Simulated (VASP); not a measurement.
# In (P6_3/mmc) in VASP: notebook, part 2 of 2

VASP 6.6.1. The steps go on from the part before.

### 3 Band structure, PBE

INCAR reads:

```
SYSTEM = In
GGA      = PE             ! functional
ISMEAR   = 1              ! smearing method
SIGMA    = 0.05           ! smearing width, eV
LWAVE    = .FALSE.        ! write WAVECAR
LCHARG   = .FALSE.        ! write CHGCAR
NBANDS   = 38             ! bands
PREC     = Accurate       ! precision mode
LASPH    = .TRUE.         ! aspherical terms in the spheres
LREAL    = .FALSE.        ! projectors in reciprocal space
ALGO     = Normal         ! electronic algorithm
EDIFF    = 1E-7           ! SCF threshold, eV
NELM     = 120            ! most SCF steps
GGA_COMPAT= .FALSE.      
ENCUT    = 480            ! plane-wave cutoff, eV
```

KPOINTS reads:

```
Automatic mesh
0
Gamma
  21 21 11
  0 0 0
```

KPOINTS_OPT reads:

```
path GMKGALHA,LM,KH
12
line-mode
reciprocal
 0.0000000000  0.0000000000  0.0000000000  G
 0.5000000000  0.0000000000  0.0000000000  M

 0.5000000000  0.0000000000  0.0000000000  M
 0.3333333333  0.3333333333  0.0000000000  K

 0.3333333333  0.3333333333  0.0000000000  K
 0.0000000000  0.0000000000  0.0000000000  G

 0.0000000000  0.0000000000  0.0000000000  G
 0.0000000000  0.0000000000  0.5000000000  A

 0.0000000000  0.0000000000  0.5000000000  A
 0.5000000000  0.0000000000  0.5000000000  L

 0.5000000000  0.0000000000  0.5000000000  L
 0.3333333333  0.3333333333  0.5000000000  H

 0.3333333333  0.3333333333  0.5000000000  H
 0.0000000000  0.0000000000  0.5000000000  A

 0.5000000000  0.0000000000  0.5000000000  L
 0.5000000000  0.0000000000  0.0000000000  M

 0.3333333333  0.3333333333  0.0000000000  K
 0.3333333333  0.3333333333  0.5000000000  H
```

POSCAR reads:

```
In
1.0
    3.3354847820      0.0000000000      0.0000000000
   -1.6677423910      2.8886145552      0.0000000000
    0.0000000000      0.0000000000      5.5091429200
In
2
Direct
    0.6666666667      0.3333333333      0.7500000000
    0.3333333333      0.6666666667      0.2500000000
```

Potentials or basis: VASP PAW PBE potentials, release 64 (In_d).

Command:

```
$ cat potpaw_PBE.64/In_d/POTCAR > POTCAR
$ mpirun -np 1 vasp_std > vasp.out
```

OUTCAR:

```text
SYSTEM = In
   GGA = PE
   ISMEAR = 1
   PREC = Accurate
   LASPH = .TRUE.
   LREAL = .FALSE.
   EDIFF = 1E-7
   NELM = 120
   ENCUT = 480

 ion  position               nearest neighbor table
   1  0.667  0.333  0.750-   2 3.36   2 3.36   2 3.36   2 3.36   2 3.36   2 3.36
   2  0.333  0.667  0.250-   1 3.36   1 3.36   1 3.36   1 3.36   1 3.36   1 3.36

  LATTYP: Found a hexagonal cell.
 ALAT       =     3.3354847820
 C/A-ratio  =     1.6516768266

  Lattice vectors:

 A1 = (   3.3354847820,   0.0000000000,   0.0000000000)
 A2 = (  -1.6677423910,   2.8886145552,   0.0000000000)
 A3 = (   0.0000000000,   0.0000000000,   5.5091429200)

Analysis of symmetry for initial positions (statically):
=====================================================================
 Subroutine PRICEL returns:
 Original cell was already a primitive cell.

 Routine SETGRP: Setting up the symmetry group for a
 hexagonal supercell.

 Subroutine GETGRP returns: Found 24 space group operations
 (whereof 12 operations were pure point group operations)
 out of a pool of 24 trial point group operations.

The static configuration has the point symmetry D_3d.
 The point group associated with its full space group is D_6h.
[... 166 lines left out ...]

  energy without entropy =       -5.09657732  energy(sigma->0) =       -5.09656787

 E-fermi :   7.3409     XC(G=0): -10.1857

 val. band max:        7.3296243286   @ k =   0.3333   0.0476   0.4545
 cond. band min:       7.3647140023   @ k =   0.3810   0.0476   0.0000
 fundamental gap:      0.0350896737
 Fermi energy:         7.3409051117

 k-point     1 :       0.0000    0.0000    0.0000
  band No.  band energies     occupation
      1      -7.3195      2.00000
      2      -7.2653      2.00000
      3      -7.2313      2.00000
      4      -7.2313      2.00000
      5      -7.2048      2.00000
      6      -7.2048      2.00000
[... 661 lines left out ...]
     24      22.3796      0.00000
     25      22.9801      0.00000

 [... further k-points ...]

 [bands above 25 left out]

------------------------ aborting loop because EDIFF is reached ----------------------------------------

  FORCE on cell =-STRESS in cart. coord.  units (eV):
  Direction    XX          YY          ZZ          XY          YZ          ZX
  --------------------------------------------------------------------------------------
  -------------------------------------------------------------------------------------
  Total        0.5455603      0.5455603      0.5439586      0.0000000      0.0000000      0.0000000
  in kB       16.4672383     16.4672383     16.4188924      0.0000000      0.0000000      0.0000000
  external PRESSURE =      16.4511230 kB  Pullay stress =       0.0000000 kB

 VOLUME and BASIS-vectors are now :
 -----------------------------------------------------------------------------
  energy-cutoff  :      480.00
  volume of cell :       53.08
      direct lattice vectors                 reciprocal lattice vectors
     3.335484782  0.000000000  0.000000000     0.299806495  0.173093360  0.000000000
    -1.667742391  2.888614555  0.000000000     0.000000000  0.346186721  0.000000000
     0.000000000  0.000000000  5.509142920     0.000000000  0.000000000  0.181516438

 POSITION                                       TOTAL-FORCE (eV/Angst)
 -----------------------------------------------------------------------------------
      1.66774      0.96287      4.13186        -0.000000      0.000000      0.000000
     -0.00000      1.92574      1.37729         0.000000     -0.000000      0.000000
 -----------------------------------------------------------------------------------
    total drift:                                0.000000     -0.000000      0.000000

  FREE ENERGIE OF THE ION-ELECTRON SYSTEM (eV)
  ---------------------------------------------------
  free  energy   TOTEN  =        -5.0965631416 eV

  energy  without entropy=       -5.0965773160  energy(sigma->0) =       -5.09656787
```

OSZICAR:

```text
N       E                     dE             d eps       ncg     rms          rms(c)
DAV:   1     0.263311239095E+03    0.26331E+03   -0.10013E+04 25852   0.906E+02
DAV:   2     0.314189714899E+02   -0.23189E+03   -0.21069E+03 22116   0.280E+02
[... 12 lines left out ...]
       N       E                     dE             ncg
DAV:   1     0.222821338772E+05   -0.59273E+05     9732
DAV:   2    -0.276780182464E+04   -0.25050E+05     8314
DAV:   3    -0.661833746646E+04   -0.38505E+04     9220
DAV:   4    -0.675813639633E+04   -0.13980E+03    10046
DAV:   5    -0.676313760666E+04   -0.50012E+01    12972
DAV:   6    -0.676319855923E+04   -0.60953E-01    10212
DAV:   7    -0.676320026431E+04   -0.17051E-02    12656
DAV:   8    -0.676320028050E+04   -0.16183E-04    10974
DAV:   9    -0.676320028080E+04   -0.29930E-06     7836
DAV:  10    -0.676320028088E+04   -0.83950E-07     6562
```

stdout:

```text
POSCAR found type information on POSCAR In
 POSCAR found :  1 types and       2 ions
 scaLAPACK will be used
 LDA part: xc-table for (Slater+PW92), standard interpolation
 POSCAR, INCAR and KPOINTS ok, starting setup
 FFT: planning ... GRIDC
 FFT: planning ... GRID_SOFT
 FFT: planning ... GRID
 WAVECAR not read
 entering main loop
 Start KPOINTS_OPT (optional k-point list driver)
k-point batch [1-108\108]
```

It took 2.5 min on 1 thread of Intel Xeon 6975P-C (Granite Rapids), shared host; peak memory 0.66 GiB.

Results:

```yaml
Free_energy: -5.0966 eV
Pressure: 1.6 GPa
Band_gap_along_the_path: zero within the smearing
```

Levels at the corners of the path, in eV from the Fermi level:
```csv
point,band 10,band 11,band 12,band 13,band 14,band 15,band 16,band 17
Γ,-14.30,-9.43,-4.41,-3.33,8.41,8.41,10.22,10.22
M,-14.26,-4.79,-4.07,0.13,0.36,0.93,2.93,4.13
M,-14.26,-4.79,-4.07,0.13,0.36,0.93,2.93,4.13
K,-14.31,-3.29,-3.29,-1.74,1.90,1.90,2.29,2.68
K,-14.31,-3.29,-3.29,-1.74,1.90,1.90,2.29,2.68
Γ,-14.30,-9.43,-4.41,-3.33,8.41,8.41,10.22,10.22
Γ,-14.30,-9.43,-4.41,-3.33,8.41,8.41,10.22,10.22
A,-14.36,-8.07,-8.07,2.93,2.93,9.41,9.41,9.41
A,-14.36,-8.07,-8.07,2.93,2.93,9.41,9.41,9.41
L,-14.26,-3.53,-3.53,-2.59,-2.59,5.64,5.64,6.10
L,-14.26,-3.53,-3.53,-2.59,-2.59,5.64,5.64,6.10
H,-14.29,-2.39,-2.39,-1.29,-1.29,-0.35,-0.35,7.37
H,-14.29,-2.39,-2.39,-1.29,-1.29,-0.35,-0.35,7.37
A,-14.36,-8.07,-8.07,2.93,2.93,9.41,9.41,9.41
L,-14.26,-3.53,-3.53,-2.59,-2.59,5.64,5.64,6.10
M,-14.26,-4.79,-4.07,0.13,0.36,0.93,2.93,4.13
K,-14.31,-3.29,-3.29,-1.74,1.90,1.90,2.29,2.68
H,-14.29,-2.39,-2.39,-1.29,-1.29,-0.35,-0.35,7.37
```

Caveat: spin-orbit coupling is left out, which moves the levels of the heavy elements.
